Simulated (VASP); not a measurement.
Write the native input for VASP 6.6.1 that does the following.

| Property | Result |
| --- | --- |
| Task | single point |
| Functional | PBEsol |
| Potentials or basis | VASP PAW PBE potentials, release 64 (Ti_sv, Si) |
| Cutoff | 520 eV |
| k mesh | 12 × 12 × 12 |
| Occupations | fermi-dirac, width 0.05 eV |
| Spin | no spin polarisation |
| Dipole correction | no |
| Further INCAR settings | ALGO = Normal; EDIFF = 1e-06; NBANDS = 17 |

The structure of TiSi2 lies in POSCAR:

```
TiSi2
1.0
   -1.4641321907      1.6989286032      4.1647538245
    1.4641321907     -1.6989286032      4.1647538245
    1.4641321907      1.6989286032     -4.1647538245
Ti Si
1 2
Direct
    0.0000000000      0.0000000000      0.0000000000
    0.6693667462      0.6693667462      0.0000000000
    0.3306332538      0.3306332538      0.0000000000
```

These files were run (other wordings do the same):

INCAR

```
PREC     = Accurate       # precision mode
ENCUT    = 520            # plane-wave cutoff, eV
EDIFF    = 1E-6           # SCF threshold, eV
ISMEAR   = -1             # smearing method
SIGMA    = 0.05           # smearing width, eV
LREAL    = F              # projectors in reciprocal space
LASPH    = T              # aspherical terms in the spheres
NELM     = 60             # most SCF steps
ALGO     = Normal         # electronic algorithm
ISIF     = 2              # what is computed and relaxed
LWAVE    = F              # write WAVECAR
LCHARG   = F              # write CHGCAR
GGA      = PS             # functional
NBANDS   = 17             # bands
```

KPOINTS

```
Automatic mesh
0
Gamma
  12 12 12
```

Potentials or basis: VASP PAW PBE potentials, release 64 (Ti_sv, Si).

The run is started by

```bash
$ cat potpaw_PBE.64/Ti_sv/POTCAR potpaw_PBE.64/Si/POTCAR > POTCAR
$ mpirun -np 1 vasp_std > vasp.out
```

It gave:

```
Pressure               : 0.1 GPa
Band gap on the k mesh : zero (bands 10 and 11 overlap by 2.38 eV)
```

Caveat: the PAW data sets were made with another functional, which shifts forces and pressure a little.

Run time: 4.9 min on 1 thread of AMD EPYC 7R13 Processor (Zen 3), on a shared host, peak memory 0.31 GiB.
